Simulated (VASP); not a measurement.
# BiTe (Fm-3m) in VASP: a series of runs, part 2 of 2

VASP 6.6.1. The steps go on from the part before.

**4. Electric field gradients, r2SCAN (35.29 Å³/atom)**

This run uses another cell than the first one, of 35.29 Å³/atom.

Contents of POSCAR:

```
BiTe
1.0
    0.0000000000      3.2802041284      3.2802041284
    3.2802041284      0.0000000000      3.2802041284
    3.2802041284      3.2802041284      0.0000000000
Bi Te
1 1
Direct
    0.0000000000      0.0000000000      0.0000000000
    0.5000000000      0.5000000000      0.5000000000
```

Contents of INCAR.step1:

```
SYSTEM = BiTe
  PREC = Accurate
  ENCUT = 520
  ISMEAR = -1
  SIGMA = 0.05
  LREAL = .False.
  LASPH = .True.
  NELM = 100
  NBANDS = 18
  GGA = PE
  ALGO = Normal
  EDIFF = 1E-4
  LWAVE = .True.
  LCHARG = .False.
```

Contents of INCAR.step2:

```
SYSTEM = BiTe
  PREC = Accurate
  ENCUT = 520
  EDIFF = 1E-8
  ISMEAR = -1
  SIGMA = 0.05
  LREAL = .False.
  LASPH = .True.
  NELM = 100
  ALGO = Normal
  ISIF = 2
  LWAVE = .False.
  LCHARG = .False.
  METAGGA = R2SCAN
  LMIXTAU = .True.
  LEFG = .True.
  NBANDS = 18
  ISTART = 1
```

Contents of KPOINTS:

```
Automatic mesh
0
Gamma
  10 10 10
  0 0 0
```

Potentials or basis: VASP PAW PBE potentials, release 64 (Bi_d, Te).

Command:

```
$ cat potpaw_PBE.64/Bi_d/POTCAR potpaw_PBE.64/Te/POTCAR > POTCAR
$ cp INCAR.step1 INCAR
$ mpirun -np 1 vasp_std > vasp.out
$ cp INCAR.step2 INCAR
$ mpirun -np 1 vasp_std > vasp.out
```

OUTCAR:

```text
SYSTEM = BiTe
   PREC = Accurate
   ENCUT = 520
   EDIFF = 1E-8
   ISMEAR = -1
   LREAL = .False.
   LASPH = .True.
   NELM = 100
   ISIF = 2
   METAGGA = R2SCAN
   ISTART = 1

 ion  position               nearest neighbor table
   1  0.000  0.000  0.000-   2 3.28   2 3.28   2 3.28   2 3.28   2 3.28   2 3.28
   2  0.500  0.500  0.500-   1 3.28   1 3.28   1 3.28   1 3.28   1 3.28   1 3.28

  LATTYP: Found a face centered cubic cell.
 ALAT       =     6.5604082568

  Lattice vectors:

 A1 = (   0.0000000000,   3.2802041284,   3.2802041284)
 A2 = (   3.2802041284,   0.0000000000,   3.2802041284)
 A3 = (   3.2802041284,   3.2802041284,   0.0000000000)

Analysis of symmetry for initial positions (statically):
=====================================================================
 Subroutine PRICEL returns:
 Original cell was already a primitive cell.

 Routine SETGRP: Setting up the symmetry group for a
 face centered cubic supercell.

 Subroutine GETGRP returns: Found 48 space group operations
 (whereof 48 operations were pure point group operations)
 out of a pool of 48 trial point group operations.

The static configuration has the point symmetry O_h .

Analysis of symmetry for dynamics (positions and initial velocities):
=====================================================================
 Subroutine PRICEL returns:
 Original cell was already a primitive cell.

 Routine SETGRP: Setting up the symmetry group for a
 face centered cubic supercell.

 Subroutine GETGRP returns: Found 48 space group operations
 (whereof 48 operations were pure point group operations)
 out of a pool of 48 trial point group operations.

The dynamic configuration has the point symmetry O_h .

 Subroutine INISYM returns: Found 48 space group operations
 (whereof 48 operations are pure point group operations),
 and found     1 'primitive' translations

----------------------------------------------------------------------------------------

                                     Primitive cell

  volume of cell :      70.5883

  direct lattice vectors                    reciprocal lattice vectors
     0.000000000  3.280204128  3.280204128    -0.152429538  0.152429538  0.152429538
     3.280204128  0.000000000  3.280204128     0.152429538 -0.152429538  0.152429538
     3.280204128  3.280204128  0.000000000     0.152429538  0.152429538 -0.152429538

  length of vectors
     4.638909166  4.638909166  4.638909166     0.264015704  0.264015704  0.264015704

  position of ions in fractional coordinates (direct lattice)
     0.000000000  0.000000000  0.000000000
     0.500000000  0.500000000  0.500000000

  ion indices of the primitive-cell ions
   primitive index   ion index
                 1           1
                 2           2

----------------------------------------------------------------------------------------

 KPOINTS: Automatic mesh

Automatic generation of k-mesh.
 Grid dimensions read from file:
 generate k-points for:   10   10   10

 Generating k-lattice:

[... 61 lines left out ...]
   EDIFF  = 0.1E-07   stopping-criterion for ELM
   LREAL  =      F    real-space projection
   EDIFFG = 0.1E-06   stopping-criterion for IOM
   NSW    =      0    number of steps for IOM
   IBRION =     -1    ionic relax: 0-MD 1-quasi-New 2-CG
   NFREE  =      0    steps in history (QN), initial steepest desc. (CG)
   ISIF   =      2    stress and relaxation
   ISYM   =      2    0-nonsym 1-usesym 2-fastsym
   POTIM  = 0.5000    time-step for ionic-motion
   TEBEG  =    0.0;   TEEND  =   0.0 temperature during run
   PSTRESS=    0.0 pullay stress
   NELECT =      21.0000    total number of electrons
   NUPDOWN=      -1.0000    fix difference up-down
   EMIN   =  10.00;   EMAX   =-10.00  energy-range for DOS
   EFERMI =   0.00;   METHOD = LEGACY
   ISMEAR =    -1;   SIGMA  =   0.05  broadening in eV -4-tet -1-fermi 0-gaus
   EFERMI_NEDOS =   21; number of points for ismear=-14 and -15
   IALGO  =     38    algorithm
   IMIX   =      4    mixing-type and parameters
     AMIX     =   0.40;   BMIX     =  1.00
     AMIX_MAG =   1.60;   BMIX_MAG =  1.00
  volume/ion in A,a.u.               =      35.29       238.18
  Fermi-wavevector in a.u.,A,eV,Ry     =   1.092875  2.065234 16.250461  1.194375
  Thomas-Fermi vector in A             =   2.229149
   LORBIT       =      0    0 simple, 1 ext, 2 COOP (PROOUT), +10 PAW based schemes
   METAGGA = R2SCAN    functional components
   LHFCALC =     F    Hartree Fock is set to
   AEXX    =    0.0000 exact exchange contribution
   IVDW    =     0    specifies the selected vdW correction
   LEPSILON=     F    determine dielectric tensor
   LRPA    =     F    only Hartree local field effects (RPA)
 non-spin polarized calculation
  energy-cutoff  :      520.00
  volume of cell :       70.59
 maximum number of plane-waves:      1917
   NGX = 17   NGY = 17   NGZ = 17

 number of electron      20.9999995 magnetization

 Free energy of the ion-electron system (eV)
  ---------------------------------------------------
  ext. energy  EPLUGINS =         0.00000000
  ---------------------------------------------------
  free energy    TOTEN  =       -84.01492677 eV

  energy without entropy =      -84.00282775  energy(sigma->0) =      -84.00887726

 E-fermi :   6.1132     XC(G=0):  -9.8031

 val. band max:        6.0946645718   @ k =   0.2000   0.1000   0.0000
 cond. band min:       6.1648001477   @ k =  -0.2000   0.1000   0.0000
 fundamental gap:      0.0701355759
 Fermi energy:         6.1132289611

 k-point     1 :       0.0000    0.0000    0.0000
  band No.  band energies     occupation
      1     -17.7982      2.00000
      2     -17.7982      2.00000
      3     -17.7951      2.00000
      4     -17.7951      2.00000
      5     -17.7951      2.00000
      6      -7.7661      2.00000
[... 481 lines left out ...]
      5     -17.7879      2.00000
      6      -6.4610      2.00000
[... 10 lines left out ...]
     17      15.4674      0.00000
     18      15.5514      0.00000

 [... further k-points ...]
[... 5 lines left out ...]
  --------------------------------------------------------------------------------------
  -------------------------------------------------------------------------------------
  Total       -0.8599934     -0.8599934     -0.8599934      0.0000000     -0.0000000      0.0000000
  in kB      -19.5196971    -19.5196971    -19.5196971      0.0000000     -0.0000000      0.0000000
  external PRESSURE =     -19.5196971 kB  Pullay stress =       0.0000000 kB

 VOLUME and BASIS-vectors are now :
 -----------------------------------------------------------------------------
  energy-cutoff  :      520.00
  volume of cell :       70.59
      direct lattice vectors                 reciprocal lattice vectors
     0.000000000  3.280204128  3.280204128    -0.152429538  0.152429538  0.152429538
     3.280204128  0.000000000  3.280204128     0.152429538 -0.152429538  0.152429538
     3.280204128  3.280204128  0.000000000     0.152429538  0.152429538 -0.152429538

 POSITION                                       TOTAL-FORCE (eV/Angst)
 -----------------------------------------------------------------------------------
      0.00000      0.00000      0.00000         0.000000      0.000000      0.000000
      3.28020      3.28020      3.28020        -0.000000     -0.000000     -0.000000
 -----------------------------------------------------------------------------------
    total drift:                               -0.000000      0.000000      0.000000

  FREE ENERGIE OF THE ION-ELECTRON SYSTEM (eV)
  ---------------------------------------------------
  free  energy   TOTEN  =       -84.0149267653 eV

  energy  without entropy=      -84.0028277456  energy(sigma->0) =      -84.00887726

 Electric field gradients (V/A^2)
---------------------------------------------------------------------
 ion       V_xx      V_yy      V_zz      V_xy      V_xz      V_yz
---------------------------------------------------------------------
   1      -0.000    -0.000    -0.000     0.001     0.001     0.001
   2       0.000     0.000    -0.000    -0.000    -0.000    -0.000
---------------------------------------------------------------------

 Electric field gradients after diagonalization (V/A^2)
 (convention: |V_zz| > |V_xx| > |V_yy|)
----------------------------------------------------------------------
 ion       V_xx      V_yy      V_zz     asymmetry (V_yy - V_xx)/ V_zz
----------------------------------------------------------------------
   1      -0.001    -0.001     0.003       0.000
   2       0.000     0.000    -0.000       0.000
----------------------------------------------------------------------

           NMR quadrupolar parameters

 Cq : quadrupolar parameter    Cq=e*Q*V_zz/h
 eta: asymmetry parameters     (V_yy - V_xx)/ V_zz
 Q  : nuclear electric quadrupole moment in mb (millibarn)
----------------------------------------------------------------------
 ion       Cq(MHz)       eta       Q (mb)
----------------------------------------------------------------------
   1       0.000       0.000       1.000
   2      -0.000       0.000       1.000
----------------------------------------------------------------------
```

It took 3.8 min on 1 thread of Intel Xeon Platinum 8488C (Sapphire Rapids), shared host; peak memory 0.25 GiB.

What came out:

```yaml
Free_energy: -84.0149 eV
Pressure: -2.0 GPa
Band_gap_on_the_k_mesh: zero (an odd number of electrons rules out a gap without spin polarisation)
Largest_electric_field_gradient_by_atom: zero within the noise of the run
```

Caveat: the PAW data sets were made with another functional, which shifts forces and pressure a little; spin-orbit coupling is left out, which moves the levels of the heavy elements.

**5. Electric field gradients, r2SCAN (36.15 Å³/atom)**

This run uses another cell than the first one, of 36.15 Å³/atom.

Contents of POSCAR:

```
BiTe
1.0
    0.0000000000      3.3066585300      3.3066585300
    3.3066585300      0.0000000000      3.3066585300
    3.3066585300      3.3066585300      0.0000000000
Bi Te
1 1
Direct
    0.0000000000      0.0000000000      0.0000000000
    0.5000000000      0.5000000000      0.5000000000
```

Contents of INCAR.step1:

```
PREC = Accurate
ENCUT = 520
ISMEAR = -1
SIGMA = 0.05
LREAL = F
LASPH = T
NELM = 60
NBANDS = 18
GGA = PE
ALGO = Normal
EDIFF = 1E-4
LWAVE = T
LCHARG = F
```

Contents of INCAR.step2:

```
PREC = Accurate
ENCUT = 520
EDIFF = 1E-8
ISMEAR = -1
SIGMA = 0.05
LREAL = F
LASPH = T
NELM = 60
ALGO = Normal
ISIF = 2
LWAVE = F
LCHARG = F
METAGGA = R2SCAN
LMIXTAU = T
LEFG = T
NBANDS = 18
ISTART = 1
```

Contents of KPOINTS:

```
Automatic mesh
0
Gamma
  10 10 10
```

Potentials or basis: VASP PAW PBE potentials, release 64 (Bi_d, Te).

Command:

```
$ cat potpaw_PBE.64/Bi_d/POTCAR potpaw_PBE.64/Te/POTCAR > POTCAR
$ cp INCAR.step1 INCAR
$ mpirun -np 1 vasp_std > vasp.out
$ cp INCAR.step2 INCAR
$ mpirun -np 1 vasp_std > vasp.out
```

OUTCAR:

```text
PREC = Accurate
   ENCUT = 520
   EDIFF = 1E-8
   ISMEAR = -1
   LREAL = F
   LASPH = T
   NELM = 60
   ISIF = 2
   METAGGA = R2SCAN
   ISTART = 1

 ion  position               nearest neighbor table
   1  0.000  0.000  0.000-   2 3.31   2 3.31   2 3.31   2 3.31   2 3.31   2 3.31
   2  0.500  0.500  0.500-   1 3.31   1 3.31   1 3.31   1 3.31   1 3.31   1 3.31

  LATTYP: Found a face centered cubic cell.
 ALAT       =     6.6133170600

  Lattice vectors:

 A1 = (   0.0000000000,   3.3066585300,   3.3066585300)
 A2 = (   3.3066585300,   0.0000000000,   3.3066585300)
[... 715 lines left out ...]
  ---------------------------------------------------
  free  energy   TOTEN  =       -83.9891263421 eV

  energy  without entropy=      -83.9770894636  energy(sigma->0) =      -83.98310790

 Electric field gradients (V/A^2)
---------------------------------------------------------------------
 ion       V_xx      V_yy      V_zz      V_xy      V_xz      V_yz
---------------------------------------------------------------------
   1      -0.000     0.000     0.000     0.002     0.002     0.002
   2      -0.000    -0.000    -0.000    -0.000    -0.000    -0.000
---------------------------------------------------------------------

 Electric field gradients after diagonalization (V/A^2)
 (convention: |V_zz| > |V_xx| > |V_yy|)
----------------------------------------------------------------------
 ion       V_xx      V_yy      V_zz     asymmetry (V_yy - V_xx)/ V_zz
----------------------------------------------------------------------
   1      -0.002    -0.002     0.004       0.000
   2       0.000     0.000    -0.000       0.000
----------------------------------------------------------------------

           NMR quadrupolar parameters

 Cq : quadrupolar parameter    Cq=e*Q*V_zz/h
 eta: asymmetry parameters     (V_yy - V_xx)/ V_zz
 Q  : nuclear electric quadrupole moment in mb (millibarn)
----------------------------------------------------------------------
 ion       Cq(MHz)       eta       Q (mb)
----------------------------------------------------------------------
   1       0.000       0.000       1.000
   2      -0.000       0.000       1.000
----------------------------------------------------------------------
```

OUTCAR.step1:

```text
PREC = Accurate
   ENCUT = 520
   ISMEAR = -1
   LREAL = F
   LASPH = T
   NELM = 60
[... 722 lines left out ...]
 -----------------------------------------------------------------------------------
      0.00000      0.00000      0.00000         0.000000      0.000000      0.000000
      3.30666      3.30666      3.30666        -0.000000      0.000000     -0.000000
 -----------------------------------------------------------------------------------
    total drift:                               -0.000000      0.000000      0.000000

  FREE ENERGIE OF THE ION-ELECTRON SYSTEM (eV)
  ---------------------------------------------------
  free  energy   TOTEN  =        -7.1562593737 eV

  energy  without entropy=       -7.1440578164  energy(sigma->0) =       -7.15015860
```

OSZICAR.step1:

```text
N       E                     dE             d eps       ncg     rms          rms(c)
DAV:   1     0.157525847727E+03    0.15753E+03   -0.98918E+03  1692   0.112E+03
DAV:   2     0.466024838046E+01   -0.15287E+03   -0.14924E+03  1824   0.301E+02
DAV:   3    -0.683606272399E+01   -0.11496E+02   -0.11342E+02  1996   0.878E+01
DAV:   4    -0.717787968845E+01   -0.34182E+00   -0.34130E+00  2126   0.161E+01
DAV:   5    -0.719174352280E+01   -0.13864E-01   -0.13863E-01  2306   0.307E+00    0.569E+00
DAV:   6    -0.715134400246E+01    0.40400E-01   -0.14444E-01  2390   0.217E+00    0.351E+00
DAV:   7    -0.715577856470E+01   -0.44346E-02   -0.27966E-02  1836   0.824E-01    0.812E-01
DAV:   8    -0.715611371135E+01   -0.33515E-03   -0.34298E-03  2002   0.391E-01    0.119E-01
DAV:   9    -0.715625738074E+01   -0.14367E-03   -0.42793E-04  1908   0.123E-01    0.533E-02
DAV:  10    -0.715625937369E+01   -0.19929E-05   -0.16831E-05   966   0.262E-02
   1 F= -.71562594E+01 E0= -.71501586E+01  d E =-.122016E-01
```

It took 3.5 min on 1 thread of Intel Xeon Platinum 8488C (Sapphire Rapids), shared host; peak memory 0.25 GiB.

Results:

| Property | Result |
| --- | --- |
| Free energy | -83.9891 eV |
| Pressure | -2.9 GPa |
| Band gap on the k mesh | zero (an odd number of electrons rules out a gap without spin polarisation) |
| Largest electric field gradient by atom | zero within the noise of the run |

Caveat: the PAW data sets were made with another functional, which shifts forces and pressure a little; spin-orbit coupling is left out, which moves the levels of the heavy elements.

**6. The runs side by side**

| cell | gap on the mesh (eV) | pressure (GPa) |
| --- | --- | --- |
| a = 4.562 Å, angles 60.0°, 2 atoms | none | 0.4 |
| a = 4.601 Å, angles 60.0°, 2 atoms | none | -0.9 |
| a = 4.639 Å, angles 60.0°, 2 atoms | none | -2.0 |
| a = 4.676 Å, angles 60.0°, 2 atoms | none | -2.9 |

Alike in all rows: task electric field gradients; level r2SCAN; potentials or basis VASP PAW PBE potentials, release 64 (Bi_d, Te); no spin polarisation; k mesh 10 × 10 × 10; cutoff (eV) 520; smearing fermi-dirac 0.05 eV.

Caveats: the PAW data sets were made with another functional, which shifts forces and pressure a little; spin-orbit coupling is left out, which moves the levels of the heavy elements.

Absolute energies hang on the potentials; compare differences alone.
